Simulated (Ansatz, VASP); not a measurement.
Cs: VASP beside Ansatz

File INCAR:

```
SYSTEM = Cs
PREC     = Accurate       ! precision mode
ENCUT    = 520            ! plane-wave cutoff, eV
EDIFF    = 1E-7           ! SCF threshold, eV
ISMEAR   = -1             ! smearing method
SIGMA    = 0.08           ! smearing width, eV
LREAL    = .FALSE.        ! projectors in reciprocal space
LASPH    = .TRUE.         ! aspherical terms in the spheres
NELM     = 80             ! most SCF steps
ALGO     = Normal         ! electronic algorithm
ISIF     = 2              ! what is computed and relaxed
LWAVE    = .FALSE.        ! write WAVECAR
LCHARG   = .FALSE.        ! write CHGCAR
GGA      = PS             ! functional
NBANDS   = 10             ! bands
```

File KPOINTS:

```
regular mesh
0
G
  8 8 8
  0 0 0
```

File POSCAR:

```
Cs
1.0
    4.3707894271      0.0000000000      0.0000000000
    0.0000000000      4.3707894271      0.0000000000
    0.0000000000      0.0000000000      4.3707894271
Cs
1
Direct
    0.0000000000      0.0000000000      0.0000000000
```

Input for Ansatz:

```yaml
crystal:
  lattice:
    - [4.3707894271, 0.0, 0.0]
    - [0.0, 4.3707894271, 0.0]
    - [0.0, 0.0, 4.3707894271]
  atoms:
    - { symbol: Cs, position: [0.0, 0.0, 0.0] }
kpoints:
  mp_grid: { grid: [8, 8, 8] }
scf:
  occupations: { method: fermi_dirac, width: 0.08 }
hamiltonian:
  xc: pbesol
  pseudopotentials: { kind: paw }
output:
  forces: true
  stress: true
  eigenvalues: true
  populations: true
```

Change from the starting cell: volume scaled by 0.7, PAW files.

Alike in both runs: task single point; functional PBEsol; k mesh 8 × 8 × 8; occupations fermi-dirac, width 0.08 eV; no spin polarisation.

|  | VASP | Ansatz |
| --- | --- | --- |
| version | VASP 6.6.1 | Ansatz 0.2.0 |
| potentials or method | VASP PAW PBE potentials, release 64 (Cs_sv) | PAW with Ansatz's default frozen-core files, scalar-relativistic |
| plane-wave cutoff (eV) | 520 | 420 |
| valence electrons in the cell | 9 | 9 |

```tsv
	VASP	Ansatz	Ansatz less VASP
pressure (GPa)	0.8	0.8	+0.01
```

VASP's potentials were made for PBE, not for PBEsol.

Neither program's run includes spin-orbit coupling.
